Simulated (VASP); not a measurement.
# Cu (P6_3/mmc) in VASP: further runs, part 2 of 2

VASP 6.6.1. The steps go on from the part before.

## Step 3: Single point, PBEsol

This run uses another cell than the first one, of the same volume but with other edges.

Contents of INCAR:

```
PREC = Accurate ; ENCUT = 520
EDIFF = 1E-7 ; ISMEAR = 0
SIGMA = 0.15 ; LREAL = False
LASPH = True ; NELM = 60
ALGO = Fast ; ISIF = 2
LWAVE = False ; LCHARG = True
GGA = PS ; LELF = True
LVHAR = True ; NBANDS = 18
```

Contents of KPOINTS:

```
Automatic mesh
0
Gamma
  24 24 14
```

Contents of POSCAR:

```
Cu
1.0
    2.3846762670      0.0000000000      0.0000000000
   -1.1923381335      2.0651902270      0.0000000000
    0.0000000000      0.0000000000      4.6440929788
Cu
2
Direct
    0.3333333333      0.6666666667      0.2500000000
    0.6666666667      0.3333333333      0.7500000000
```

Potentials or basis: VASP PAW PBE potentials, release 64 (Cu).

The run is started by

```console
$ cat potpaw_PBE.64/Cu/POTCAR > POTCAR
$ mpirun -np 1 vasp_std > vasp.out
```

OUTCAR:

```text
PREC = Accurate
   ENCUT = 520
   EDIFF = 1E-7
   ISMEAR = 0
   LREAL = False
   LASPH = True
   NELM = 60
   ISIF = 2
   GGA = PS

 ion  position               nearest neighbor table
   1  0.333  0.667  0.250-   2 2.70   2 2.70   2 2.70   2 2.70   2 2.70   2 2.70
   2  0.667  0.333  0.750-   1 2.70   1 2.70   1 2.70   1 2.70   1 2.70   1 2.70

  LATTYP: Found a hexagonal cell.
 ALAT       =     2.3846762670
 C/A-ratio  =     1.9474731405

  Lattice vectors:

[... 694 lines left out ...]

------------------------ aborting loop because EDIFF is reached ----------------------------------------

  FORCE on cell =-STRESS in cart. coord.  units (eV):
  Direction    XX          YY          ZZ          XY          YZ          ZX
  --------------------------------------------------------------------------------------
  -------------------------------------------------------------------------------------
  Total        2.3908236      2.3908236     -2.4920735      0.0000000      0.0000000      0.0000000
  in kB      167.4818397    167.4818397   -174.5745929      0.0000000      0.0000000      0.0000000
  external PRESSURE =      53.4630288 kB  Pullay stress =       0.0000000 kB

 VOLUME and BASIS-vectors are now :
 -----------------------------------------------------------------------------
  energy-cutoff  :      520.00
  volume of cell :       22.87
      direct lattice vectors                 reciprocal lattice vectors
     2.384676267  0.000000000  0.000000000     0.419344132  0.242108448  0.000000000
    -1.192338134  2.065190227  0.000000000     0.000000000  0.484216895  0.000000000
     0.000000000  0.000000000  4.644092979     0.000000000  0.000000000  0.215327300

 POSITION                                       TOTAL-FORCE (eV/Angst)
 -----------------------------------------------------------------------------------
     -0.00000      1.37679      1.16102        -0.000000      0.000000     -0.000000
      1.19234      0.68840      3.48307         0.000000     -0.000000      0.000000
 -----------------------------------------------------------------------------------
    total drift:                                0.000000     -0.000000      0.000000

  FREE ENERGIE OF THE ION-ELECTRON SYSTEM (eV)
  ---------------------------------------------------
  free  energy   TOTEN  =        -8.3289604862 eV

  energy  without entropy=       -8.3240183185  energy(sigma->0) =       -8.32648940
```

stdout:

```text
POSCAR found type information on POSCAR Cu
 POSCAR found :  1 types and       2 ions
 scaLAPACK will be used
 -----------------------------------------------------------------------------
[... 23 lines left out ...]
 num prob  num prob WARNING in EDDRMM: call to ZHEGV failed, returncode =   6  3     17
WARNING in EDDRMM: call to ZHEGV failed, returncode =   6  3     17
 num prob  num prob WARNING in EDDRMM: call to ZHEGV failed, returncode =   6  3     14
 num prob  num prob  num prob  num prob  num prob  num prob  num prob  num prob  num prob  num prob  num prob  num prob  num prob  num prob  num prob  num prob  num prob  num prob  num prob  num prob RMM:  16    -0.832896048619E+01   -0.22939E-07   -0.33710E-07 12851   0.685E-03
```

Wall time 2 min (1 thread of AMD EPYC 9R45 (Zen 5), shared host); peak memory 0.24 GiB.

What came out:

| Quantity | Value |
| --- | --- |
| Free energy | -8.3290 eV |
| Pressure | 5.3 GPa |
| Band gap on the k mesh | zero (bands 11 and 12 overlap by 7.05 eV) |

Stress tensor (GPa, compression positive):
```
 16.75   0.00   0.00
  0.00  16.75   0.00
  0.00   0.00 -17.46
```

Levels at points of the mesh, in eV from the Fermi level:
```tsv
k point	band 8	band 9	band 10	band 11	band 12	band 13	band 14	band 15
(0.00, 0.00, 0.00)	-2.53	-2.18	-2.18	-1.81	-1.81	1.62	17.60	22.59
(0.50, 0.00, 0.00)	-1.88	-1.46	-1.42	0.26	2.07	7.24	7.34	10.11
(0.00, 0.00, 0.50)	-3.19	-1.97	-1.97	-1.97	-1.97	8.43	8.43	24.64
(0.50, 0.00, 0.50)	-2.05	-1.44	-1.44	0.61	0.61	5.56	5.56	14.73
```

Caveat: the cell stands under pressure; the PAW data sets were made with another functional, which shifts forces and pressure a little.

## Step 4: Single point, PBEsol

This run uses another cell than the first one, of the same volume but with other edges.

Contents of INCAR:

```
PREC = Accurate ; ENCUT = 520
EDIFF = 1E-6 ; ISMEAR = 0
SIGMA = 0.15 ; LREAL = False
LASPH = True ; NELM = 60
ALGO = Fast ; ISIF = 2
LWAVE = False ; LCHARG = False
GGA = PS ; NBANDS = 18
```

KPOINTS is that of step 3.

Contents of POSCAR:

```
Cu
1.0
    2.6055169476      0.0000000000      0.0000000000
   -1.3027584738      2.2564438667      0.0000000000
    0.0000000000      0.0000000000      3.8902002758
Cu
2
Direct
    0.3333333333      0.6666666667      0.2500000000
    0.6666666667      0.3333333333      0.7500000000
```

The run is started by

```console
$ cat potpaw_PBE.64/Cu/POTCAR > POTCAR
$ mpirun -np 1 vasp_std > vasp.out
```

It took 1.7 min on 1 thread of AMD EPYC 9R45 (Zen 5), shared host; peak memory 0.23 GiB.

Results (log left out):

| Property | Result |
| --- | --- |
| Free energy | -8.5285 eV |
| Pressure | 0.5 GPa |
| Band gap on the k mesh | zero (bands 11 and 12 overlap by 5.62 eV) |

Stress tensor (GPa, compression positive):
```
-4.82  0.00  0.00
 0.00 -4.82  0.00
 0.00  0.00 11.07
```

Levels at points of the mesh, in eV from the Fermi level:
```csv
k point,band 9,band 10,band 11,band 12,band 13,band 14
"(0.00, 0.00, 0.00)",-2.78,-1.74,-1.74,-0.20,5.23,20.23
"(0.50, 0.00, 0.00)",-1.65,-1.49,-0.22,1.25,8.35,9.10
"(0.00, 0.00, 0.50)",-1.96,-1.96,-1.96,-1.96,15.14,15.14
"(0.50, 0.00, 0.50)",-1.71,-1.71,0.34,0.34,4.81,4.81
```

Caveat: the PAW data sets were made with another functional, which shifts forces and pressure a little.

## Step 5: Summary

```tsv
cell	further INCAR settings	gap on the mesh (eV)	pressure (GPa)
a = 2.675, b = 2.675, c = 3.690 Å, angles 90.0, 90.0, 120.0°, 2 atoms	ALGO = Fast; EDIFF = 1e-06; NBANDS = 18	none	3.6
a = 2.385, b = 2.385, c = 4.644 Å, angles 90.0, 90.0, 120.0°, 2 atoms	ALGO = Fast; EDIFF = 1e-07; NBANDS = 18	none	5.3
a = 2.606, b = 2.606, c = 3.890 Å, angles 90.0, 90.0, 120.0°, 2 atoms	ALGO = Fast; EDIFF = 1e-06; NBANDS = 18	none	0.5
```

Alike in all rows: task single point; level PBEsol; potentials or basis VASP PAW PBE potentials, release 64 (Cu); no spin polarisation; k mesh 24 × 24 × 14; cutoff (eV) 520; smearing gaussian 0.15 eV.

Caveats: the PAW data sets were made with another functional, which shifts forces and pressure a little; the cell stands under pressure (at least some runs).

Absolute energies hang on the potentials; compare differences alone.
